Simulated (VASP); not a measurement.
Wanted: the native input for a VASP 6.6.1 run.

```yaml
Task: single point
Functional: RPBE
Potentials_or_basis: VASP PAW PBE potentials, release 64 (Pb_d, S)
Cutoff: 500 eV
k_mesh: 4 × 4 × 4
Occupations: gaussian, width 0.01 eV
Spin: no spin polarisation
Dipole_correction: no
Further_INCAR_settings: ALGO = Normal; EDIFF = 1e-06; NBANDS = 17
```

The structure of PbS (Galena) lies in POSCAR:

```
PbS
1.0
    0.0000000000      2.9657500000      2.9657500000
    2.9657500000      0.0000000000      2.9657500000
    2.9657500000      2.9657500000      0.0000000000
Pb S
1 1
Direct
    0.0000000000      0.0000000000      0.0000000000
    0.5000000000      0.5000000000      0.5000000000
```

The input as run:

INCAR

```
SYSTEM = PbS
  PREC = Accurate
  ENCUT = 500
  EDIFF = 1E-6
  ISMEAR = 0
  SIGMA = 0.01
  LREAL = .False.
  LASPH = .True.
  NELM = 120
  ALGO = Normal
  ISIF = 2
  LWAVE = .False.
  LCHARG = .False.
  GGA = RP
  NBANDS = 17
  GGA_COMPAT = .False.
```

KPOINTS

```
Automatic mesh
0
Gamma
  4 4 4
  0 0 0
```

Potentials or basis: VASP PAW PBE potentials, release 64 (Pb_d, S).

Launch:

```bash
$ cat potpaw_PBE.64/Pb_d/POTCAR potpaw_PBE.64/S/POTCAR > POTCAR
$ mpirun -np 1 vasp_std > vasp.out
```

Results of the run:

* Pressure: 4.2 GPa
* Band gap on the k mesh: 0.46 eV, direct

Caveat: the k points lie up to 0.46 Å⁻¹ apart; the PAW data sets were made with another functional, which shifts forces and pressure a little; spin-orbit coupling is left out, which moves the levels of the heavy elements.

It took 7.7 s on 1 thread of AMD EPYC 7R13 Processor (Zen 3), on a shared host, peak memory 0.14 GiB.
